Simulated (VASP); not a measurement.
Write the native input for VASP 6.6.1 that does the following.

```
Task                   : single point
Functional             : PBEsol
Potentials or basis    : VASP PAW PBE potentials, release 64 (Pd, Al)
Cutoff                 : 520 eV
k mesh                 : 7 × 7 × 7
Occupations            : fermi-dirac, width 0.05 eV
Spin                   : no spin polarisation
Dipole correction      : no
Further INCAR settings : ALGO = Normal; EDIFF = 1e-07; NBANDS = 18
```

The structure of Al3Pd lies in POSCAR:

```
Al3Pd
1.0
    3.9252777877      0.0000000000      0.0000000000
    0.0000000000      3.9252777877      0.0000000000
    0.0000000000      0.0000000000      3.9252777877
Pd Al
1 3
Direct
    0.0000000000      0.0000000000      0.0000000000
    0.5000000000      0.5000000000      0.0000000000
    0.5000000000      0.0000000000      0.5000000000
    0.0000000000      0.5000000000      0.5000000000
```

One way to write it, as run:

INCAR

```
PREC = Accurate
ENCUT = 520
EDIFF = 1E-7
ISMEAR = -1
SIGMA = 0.05
LREAL = F
LASPH = T
NELM = 80
ALGO = Normal
ISIF = 2
LWAVE = F
LCHARG = F
GGA = PS
NBANDS = 18
```

KPOINTS

```
Automatic mesh
0
Gamma
  7 7 7
```

Potentials or basis: VASP PAW PBE potentials, release 64 (Pd, Al).

Command:

```bash
$ cat potpaw_PBE.64/Pd/POTCAR potpaw_PBE.64/Al/POTCAR > POTCAR
$ mpirun -np 1 vasp_std > vasp.out
```

Results of the run:

```
Pressure : 0.0 GPa
```

Caveat: the PAW data sets were made with another functional, which shifts forces and pressure a little.

It took 15 s on 1 thread of Intel Xeon 6975P-C, with other jobs on the host, peak memory 0.17 GiB.
